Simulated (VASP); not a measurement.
# BaTe (P-6m2) in VASP: a series of runs

The runs below take BaTe through single point, with PBE.

All numbers are computed with VASP 6.6.1; they aren't measurements. Logs are shortened: lines on timing, memory, paths and dates and some standing lists are left out, and cuts for length are marked.

## (1) The cell of the first run

Symmetry: P-6m2, No. 187, hexagonal system. Conventional cell: a = 4.810 Å, b = 4.810 Å, c = 4.403 Å, α = 90.00°, β = 90.00°, γ = 120.00°. Ba (site symmetry -6m2) has 6 Te at 3.54 Å and 8 Ba at 4.40 to 4.81 Å within 4.9 Å. Within 4.9 Å of Te (site symmetry -6m2) lie 6 Ba at 3.54 Å and 8 Te at 4.40 to 4.81 Å.

The cell was generated, and may not be a known phase.

## (2) Single point, PBE

Contents of INCAR:

```
PREC = Accurate
ENCUT = 520
EDIFF = 1E-7
ISMEAR = 0
SIGMA = 0.2
LREAL = F
LASPH = T
NELM = 80
ALGO = Normal
ISIF = 2
LWAVE = F
LCHARG = F
GGA = PE
NBANDS = 15
```

Contents of KPOINTS:

```
regular mesh
0
Gamma
  5 5 5
```

Contents of POSCAR:

```
BaTe
1.0
    4.8095088720     -0.0000000029      0.0000000000
   -2.4047544335      4.1651568644      0.0000000000
    0.0000000000      0.0000000000      4.4033362823
Ba Te
1 1
Direct
    0.3333333333      0.6666666667      0.0000000000
    0.6666666667      0.3333333333      0.5000000000
```

Potentials or basis: VASP PAW PBE potentials, release 64 (Ba_sv, Te).

On the command line:

```bash
> cat potpaw_PBE.64/Ba_sv/POTCAR potpaw_PBE.64/Te/POTCAR > POTCAR
> mpirun -np 1 vasp_std > vasp.out
```

OUTCAR:

```text
PREC = Accurate
   ENCUT = 520
   EDIFF = 1E-7
   ISMEAR = 0
   LREAL = F
   LASPH = T
   NELM = 80
   ISIF = 2
   GGA = PE

 ion  position               nearest neighbor table
   1  0.333  0.667  0.000-   2 3.54   2 3.54   2 3.54   2 3.54   2 3.54   2 3.54
   2  0.667  0.333  0.500-   1 3.54   1 3.54   1 3.54   1 3.54   1 3.54   1 3.54

  LATTYP: Found a hexagonal cell.
 ALAT       =     4.8095088720
 C/A-ratio  =     0.9155480111

  Lattice vectors:

 A1 = (   4.8095088720,  -0.0000000029,   0.0000000000)
 A2 = (  -2.4047544335,   4.1651568644,   0.0000000000)
 A3 = (   0.0000000000,   0.0000000000,   4.4033362823)

Analysis of symmetry for initial positions (statically):
=====================================================================
 Subroutine PRICEL returns:
 Original cell was already a primitive cell.

 Routine SETGRP: Setting up the symmetry group for a
 hexagonal supercell.

 Subroutine GETGRP returns: Found 12 space group operations
 (whereof 12 operations were pure point group operations)
 out of a pool of 24 trial point group operations.

The static configuration has the point symmetry D_3h.

Analysis of symmetry for dynamics (positions and initial velocities):
=====================================================================
 Subroutine PRICEL returns:
 Original cell was already a primitive cell.

 Routine SETGRP: Setting up the symmetry group for a
 hexagonal supercell.

 Subroutine GETGRP returns: Found 12 space group operations
 (whereof 12 operations were pure point group operations)
 out of a pool of 24 trial point group operations.

The dynamic configuration has the point symmetry D_3h.

 Subroutine INISYM returns: Found 12 space group operations
 (whereof 12 operations are pure point group operations),
 and found     1 'primitive' translations

----------------------------------------------------------------------------------------

                                     Primitive cell

  volume of cell :      88.2092

  direct lattice vectors                    reciprocal lattice vectors
     4.809508872 -0.000000003  0.000000000     0.207921438  0.120043498  0.000000000
    -2.404754433  4.165156864  0.000000000     0.000000000  0.240086996  0.000000000
     0.000000000  0.000000000  4.403336282     0.000000000  0.000000000  0.227100529

  length of vectors
     4.809508872  4.809508872  4.403336282     0.240086996  0.240086996  0.227100529

  position of ions in fractional coordinates (direct lattice)
     0.333333333  0.666666667  0.000000000
     0.666666667  0.333333333  0.500000000

  ion indices of the primitive-cell ions
   primitive index   ion index
                 1           1
                 2           2

----------------------------------------------------------------------------------------

 KPOINTS: regular mesh

Automatic generation of k-mesh.
 Grid dimensions read from file:
 generate k-points for:    5    5    5

 Generating k-lattice:

  Cartesian coordinates                     Fractional coordinates (reciprocal lattice)
     0.041584288  0.024008700  0.000000000     0.200000000  0.000000000  0.000000000
     0.000000000  0.048017399  0.000000000     0.000000000  0.200000000  0.000000000
     0.000000000  0.000000000  0.045420106     0.000000000  0.000000000  0.200000000

  Length of vectors
     0.048017399  0.048017399  0.045420106

  Shift w.r.t. Gamma in fractional coordinates (k-lattice)
     0.000000000  0.000000000  0.000000000

 Subroutine IBZKPT returns following result:
 ===========================================

 Found     15 irreducible k-points:

 Following reciprocal coordinates:
            Coordinates               Weight
  0.000000  0.000000  0.000000      1.000000
  0.200000  0.000000  0.000000      6.000000
  0.400000  0.000000  0.000000      6.000000
  0.200000  0.200000  0.000000      6.000000
  0.400000  0.200000  0.000000      6.000000
  0.000000  0.000000  0.200000      2.000000
  0.200000  0.000000  0.200000     12.000000
  0.400000  0.000000  0.200000     12.000000
  0.200000  0.200000  0.200000     12.000000
  0.400000  0.200000  0.200000     12.000000
  0.000000  0.000000  0.400000      2.000000
  0.200000  0.000000  0.400000     12.000000
  0.400000  0.000000  0.400000     12.000000
  0.200000  0.200000  0.400000     12.000000
  0.400000  0.200000  0.400000     12.000000
   k-points           NKPTS =     15   k-points in BZ     NKDIM =     15   number of bands    NBANDS=     15
   number of dos      NEDOS =    301   number of ions     NIONS =      2
   total plane-waves  NPLWV =  46656
   dimension x,y,z NGX =    36 NGY =   36 NGZ =   36
   dimension x,y,z NGXF=    72 NGYF=   72 NGZF=   72
   ions per type =               1   1
   NGX,Y,Z   is equivalent  to a cutoff of  12.44, 12.44, 13.59 a.u.
   NGXF,Y,Z  is equivalent  to a cutoff of  24.89, 24.89, 27.18 a.u.
 SYSTEM =  unknown system
   PREC   = accura    normal or accurate (medium, high low for compatibility)
   ISTART =      0    job   : 0-new  1-cont  2-samecut
   ICHARG =      2    charge: 1-file 2-atom 10-const
   ISPIN  =      1    spin polarized calculation?
   LNONCOLLINEAR =      F non collinear calculations
   LSORBIT =      F    spin-orbit coupling
   LASPH  =      T    aspherical Exc in radial PAW
   ENCUT  =  520.0 eV  38.22 Ry    6.18 a.u.   8.94  8.94  8.19*2*pi/ulx,y,z
   NELM   =     80;   NELMIN=  2; NELMDL= -5     # of ELM steps
   EDIFF  = 0.1E-06   stopping-criterion for ELM
   LREAL  =      F    real-space projection
   EDIFFG = 0.1E-05   stopping-criterion for IOM
   NSW    =      0    number of steps for IOM
   IBRION =     -1    ionic relax: 0-MD 1-quasi-New 2-CG
   NFREE  =      0    steps in history (QN), initial steepest desc. (CG)
   ISIF   =      2    stress and relaxation
   ISYM   =      2    0-nonsym 1-usesym 2-fastsym
   POTIM  = 0.5000    time-step for ionic-motion
   TEBEG  =    0.0;   TEEND  =   0.0 temperature during run
   PSTRESS=    0.0 pullay stress
   NELECT =      16.0000    total number of electrons
   NUPDOWN=      -1.0000    fix difference up-down
   EMIN   =  10.00;   EMAX   =-10.00  energy-range for DOS
   EFERMI =   0.00;   METHOD = LEGACY
   ISMEAR =     0;   SIGMA  =   0.20  broadening in eV -4-tet -1-fermi 0-gaus
   EFERMI_NEDOS =   21; number of points for ismear=-14 and -15
   IALGO  =     38    algorithm
   IMIX   =      4    mixing-type and parameters
     AMIX     =   0.40;   BMIX     =  1.00
     AMIX_MAG =   1.60;   BMIX_MAG =  1.00
  volume/ion in A,a.u.               =      44.10       297.63
  Fermi-wavevector in a.u.,A,eV,Ry     =   0.926709  1.751227 11.684548  0.858790
  Thomas-Fermi vector in A             =   2.052701
   LORBIT       =      0    0 simple, 1 ext, 2 COOP (PROOUT), +10 PAW based schemes
   GGA     = PE    functional components
   LHFCALC =     F    Hartree Fock is set to
   AEXX    =    0.0000 exact exchange contribution
   IVDW    =     0    specifies the selected vdW correction
   LEPSILON=     F    determine dielectric tensor
   LRPA    =     F    only Hartree local field effects (RPA)
 non-spin polarized calculation
 Gauss-broadening in eV      SIGMA  =   0.20
  energy-cutoff  :      520.00
  volume of cell :       88.21
 maximum number of plane-waves:      2407
 NGX is ok and might be reduce to    36
   NGX = 17   NGY = 17   NGZ = 17

 number of electron      16.0000000 magnetization

 Free energy of the ion-electron system (eV)
  ---------------------------------------------------
  ext. energy  EPLUGINS =         0.00000000
  ---------------------------------------------------
  free energy    TOTEN  =        -8.38864448 eV

  energy without entropy =       -8.38864448  energy(sigma->0) =       -8.38864448

 E-fermi :   3.1763     XC(G=0):  -8.0910

 val. band max:        2.4465084848   @ k =   0.0000   0.0000   0.0000
 cond. band min:       3.9074469505   @ k =   0.0000   0.0000   0.0000
 fundamental gap:      1.4609384657
 Fermi energy:         3.1763279139

 k-point     1 :       0.0000    0.0000    0.0000
  band No.  band energies     occupation
      1     -25.0630      2.00000
      2     -10.2196      2.00000
      3     -10.2196      2.00000
      4     -10.1207      2.00000
      5      -7.3087      2.00000
      6       1.7072      2.00000
      7       1.7072      2.00000
      8       2.4465      2.00000
      9       3.9074      0.00000
     10       4.8326      0.00000
     11       6.9683      0.00000
     12       6.9683      0.00000
     13       7.1606      0.00000
     14       7.1606      0.00000
     15       9.3563      0.00000

 k-point     2 :       0.2000    0.0000    0.0000
  band No.  band energies     occupation
      1     -25.0588      2.00000
      2     -10.3470      2.00000
      3     -10.2385      2.00000
      4     -10.1077      2.00000
      5      -7.1186      2.00000
      6       1.0077      2.00000
      7       1.7874      2.00000
      8       2.2325      2.00000
      9       4.1799      0.00000
     10       5.8740      0.00000
     11       6.3247      0.00000
     12       6.9921      0.00000
     13       7.0140      0.00000
     14       7.4626      0.00000
     15       9.5975      0.00000

 k-point     3 :       0.4000    0.0000    0.0000
  band No.  band energies     occupation
      1     -25.0520      2.00000
      2     -10.5291      2.00000
      3     -10.2687      2.00000
      4     -10.0866      2.00000
      5      -6.8285      2.00000
      6       0.2948      2.00000
      7       1.8989      2.00000
      8       1.9376      2.00000
      9       4.1287      0.00000
     10       6.4760      0.00000
     11       6.7578      0.00000
     12       7.2882      0.00000
     13       7.3770      0.00000
     14       7.6524      0.00000
     15       9.6023      0.00000
[... 181 lines left out ...]
 k-point    14 :       0.2000    0.2000    0.4000
  band No.  band energies     occupation
      1     -25.0377      2.00000
      2     -10.4308      2.00000
      3     -10.3360      2.00000
      4     -10.2400      2.00000
      5      -6.8181      2.00000
      6       0.5372      2.00000
      7       0.9260      2.00000
      8       1.6151      2.00000
      9       4.7826      0.00000
     10       6.3721      0.00000
     11       6.6394      0.00000
     12       7.7349      0.00000
     13       8.2824      0.00000
     14       8.7758      0.00000
     15      10.0456      0.00000

 k-point    15 :       0.4000    0.2000    0.4000
  band No.  band energies     occupation
      1     -25.0346      2.00000
      2     -10.3854      2.00000
      3     -10.3662      2.00000
      4     -10.2740      2.00000
      5      -6.8797      2.00000
      6       0.5621      2.00000
      7       0.7608      2.00000
      8       1.5651      2.00000
      9       5.1526      0.00000
     10       6.6478      0.00000
     11       7.3250      0.00000
     12       7.8088      0.00000
     13       8.2664      0.00000
     14       8.8485      0.00000
     15       9.7121      0.00000

------------------------ aborting loop because EDIFF is reached ----------------------------------------

  FORCE on cell =-STRESS in cart. coord.  units (eV):
  Direction    XX          YY          ZZ          XY          YZ          ZX
  --------------------------------------------------------------------------------------
  -------------------------------------------------------------------------------------
  Total        0.1690438      0.1690438      0.2797792     -0.0000000     -0.0000000      0.0000000
  in kB        3.0704061      3.0704061      5.0817364     -0.0000000     -0.0000000      0.0000000
  external PRESSURE =       3.7408495 kB  Pullay stress =       0.0000000 kB

 VOLUME and BASIS-vectors are now :
 -----------------------------------------------------------------------------
  energy-cutoff  :      520.00
  volume of cell :       88.21
      direct lattice vectors                 reciprocal lattice vectors
     4.809508872 -0.000000003  0.000000000     0.207921438  0.120043498  0.000000000
    -2.404754433  4.165156864  0.000000000     0.000000000  0.240086996  0.000000000
     0.000000000  0.000000000  4.403336282     0.000000000  0.000000000  0.227100529

 POSITION                                       TOTAL-FORCE (eV/Angst)
 -----------------------------------------------------------------------------------
      0.00000      2.77677      0.00000        -0.000000      0.000000      0.000000
      2.40475      1.38839      2.20167         0.000000     -0.000000      0.000000
 -----------------------------------------------------------------------------------
    total drift:                                0.000000     -0.000000     -0.000000

  FREE ENERGIE OF THE ION-ELECTRON SYSTEM (eV)
  ---------------------------------------------------
  free  energy   TOTEN  =        -8.3886444792 eV

  energy  without entropy=       -8.3886444763  energy(sigma->0) =       -8.38864448
```

It took 25 s on 1 thread of Intel Xeon Platinum 8488C (Sapphire Rapids), shared host; peak memory 0.21 GiB.

What came out:

* Free energy: -8.3886 eV
* Pressure: 0.4 GPa
* Band gap on the k mesh: 1.46 eV

Caveat: spin-orbit coupling is left out, which moves the levels of the heavy elements.

## (3) Single point, PBE

Contents of INCAR:

```
ALGO = Normal ; EDIFF = 1E-6
ENCUT = 520 ; GGA = PE
ISIF = 2 ; ISMEAR = 0
LASPH = T ; LCHARG = F
LREAL = F ; LWAVE = F
NBANDS = 15 ; NELM = 60
PREC = Accurate ; SIGMA = 0.02
```

Contents of KPOINTS:

```
k-points
0
Gamma
  6 6 6
```

Contents of POSCAR:

```
BaTe
1.0
    4.8082816414      0.0000000000      0.0000000000
   -2.4041408207      4.1640940500      0.0000000000
    0.0000000000      0.0000000000      4.4097466581
Ba Te
1 1
Direct
    0.3333333333      0.6666666667      0.0000000000
    0.6666666667      0.3333333333      0.5000000000
```

Potentials or basis: VASP PAW PBE potentials, release 64 (Ba_sv, Te).

On the command line:

```bash
> cat potpaw_PBE.64/Ba_sv/POTCAR potpaw_PBE.64/Te/POTCAR > POTCAR
> mpirun -np 1 vasp_std > vasp.out
```

OUTCAR:

```text
EDIFF = 1E-6
   ENCUT = 520
   GGA = PE
   ISIF = 2
   ISMEAR = 0
   LASPH = T
   LREAL = F
   NELM = 60
   PREC = Accurate

 ion  position               nearest neighbor table
   1  0.333  0.667  0.000-   2 3.55   2 3.55   2 3.55   2 3.55   2 3.55   2 3.55
   2  0.667  0.333  0.500-   1 3.55   1 3.55   1 3.55   1 3.55   1 3.55   1 3.55

  LATTYP: Found a hexagonal cell.
 ALAT       =     4.8082816414
 C/A-ratio  =     0.9171148836

  Lattice vectors:

[... 618 lines left out ...]
 [... further k-points ...]

------------------------ aborting loop because EDIFF is reached ----------------------------------------

  FORCE on cell =-STRESS in cart. coord.  units (eV):
  Direction    XX          YY          ZZ          XY          YZ          ZX
  --------------------------------------------------------------------------------------
  -------------------------------------------------------------------------------------
  Total        0.1669379      0.1669379      0.2108141      0.0000000     -0.0000000      0.0000000
  in kB        3.0292942      3.0292942      3.8254827      0.0000000     -0.0000000      0.0000000
  external PRESSURE =       3.2946904 kB  Pullay stress =       0.0000000 kB

 VOLUME and BASIS-vectors are now :
 -----------------------------------------------------------------------------
  energy-cutoff  :      520.00
  volume of cell :       88.29
      direct lattice vectors                 reciprocal lattice vectors
     4.808281641  0.000000000  0.000000000     0.207974506  0.120074137  0.000000000
    -2.404140821  4.164094050  0.000000000     0.000000000  0.240148274  0.000000000
     0.000000000  0.000000000  4.409746658     0.000000000  0.000000000  0.226770397

 POSITION                                       TOTAL-FORCE (eV/Angst)
 -----------------------------------------------------------------------------------
     -0.00000      2.77606      0.00000         0.000000      0.000000      0.000000
      2.40414      1.38803      2.20487        -0.000000      0.000000      0.000000
 -----------------------------------------------------------------------------------
    total drift:                                0.000000     -0.000000     -0.000000

  FREE ENERGIE OF THE ION-ELECTRON SYSTEM (eV)
  ---------------------------------------------------
  free  energy   TOTEN  =        -8.3909417724 eV

  energy  without entropy=       -8.3909417724  energy(sigma->0) =       -8.39094177
```

OSZICAR:

```text
N       E                     dE             d eps       ncg     rms          rms(c)
DAV:   1     0.917676745427E+02    0.91768E+02   -0.62707E+03   840   0.874E+02
DAV:   2    -0.211687860940E+01   -0.93885E+02   -0.86892E+02  1114   0.169E+02
DAV:   3    -0.836527875720E+01   -0.62484E+01   -0.62074E+01  1279   0.467E+01
DAV:   4    -0.856427552858E+01   -0.19900E+00   -0.19896E+00  1177   0.691E+00
DAV:   5    -0.856849135551E+01   -0.42158E-02   -0.42158E-02  1179   0.895E-01    0.363E+00
DAV:   6    -0.839810941192E+01    0.17038E+00   -0.15265E-01  1015   0.199E+00    0.239E+00
DAV:   7    -0.838078403483E+01    0.17325E-01   -0.15116E-01  1086   0.208E+00    0.819E-01
DAV:   8    -0.838891702140E+01   -0.81330E-02   -0.21719E-02   861   0.892E-01    0.236E-01
DAV:   9    -0.839013445401E+01   -0.12174E-02   -0.17134E-03  1050   0.261E-01    0.913E-02
DAV:  10    -0.839087197076E+01   -0.73752E-03   -0.87463E-04   868   0.163E-01    0.280E-02
DAV:  11    -0.839094050986E+01   -0.68539E-04   -0.10299E-04  1043   0.554E-02    0.304E-02
DAV:  12    -0.839094118266E+01   -0.67279E-06   -0.23793E-05   903   0.273E-02    0.944E-03
DAV:  13    -0.839094177238E+01   -0.58972E-06   -0.18108E-06  1098   0.650E-03
   1 F= -.83909418E+01 E0= -.83909418E+01  d E =-.152968E-16
```

It took 39 s on 1 thread of Intel Xeon Platinum 8488C (Sapphire Rapids), shared host; peak memory 0.22 GiB.

Results:

```
Free energy            : -8.3909 eV
Pressure               : 0.3 GPa
Band gap on the k mesh : 1.47 eV
```

Stress tensor (GPa, compression positive):
```
0.30 0.00 0.00
0.00 0.30 0.00
0.00 0.00 0.38
```

Caveat: spin-orbit coupling is left out, which moves the levels of the heavy elements.
